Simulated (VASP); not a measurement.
Here is a VASP 6.6.1 calculation.

The input INCAR:

```
ALGO = Normal
EDIFF = 1E-6
ENCUT = 600
GGA = CA
GGA_COMPAT = F
ISIF = 2
ISMEAR = -1
LASPH = T
LCHARG = F
LREAL = F
LWAVE = F
NBANDS = 14
NELM = 120
PREC = Accurate
SIGMA = 0.1
```

Contents of KPOINTS:

```
k-points
0
Gamma
  11 11 11
```

POSCAR

```
HfC
1.0
    0.0000000000      2.3250000000      2.3250000000
    2.3250000000      0.0000000000      2.3250000000
    2.3250000000      2.3250000000      0.0000000000
Hf C
1 1
Direct
    0.5000000000      0.5000000000      0.5000000000
    0.0000000000      0.0000000000      0.0000000000
```

Potentials or basis: VASP PAW LDA potentials, release 64 (Hf_pv, C).

Launch:

```console
$ cat potpaw_LDA.64/Hf_pv/POTCAR potpaw_LDA.64/C/POTCAR > POTCAR
$ mpirun -np 1 vasp_std > vasp.out
```

(1) Predict the band gap on the k mesh.

(2) Estimate the pressure.

Answers

(1) zero (bands 7 and 8 overlap by 1.43 eV).

(2) -11.7 GPa.

Caveat: the cell stands under tension; spin-orbit coupling is left out, which moves the levels of the heavy elements.
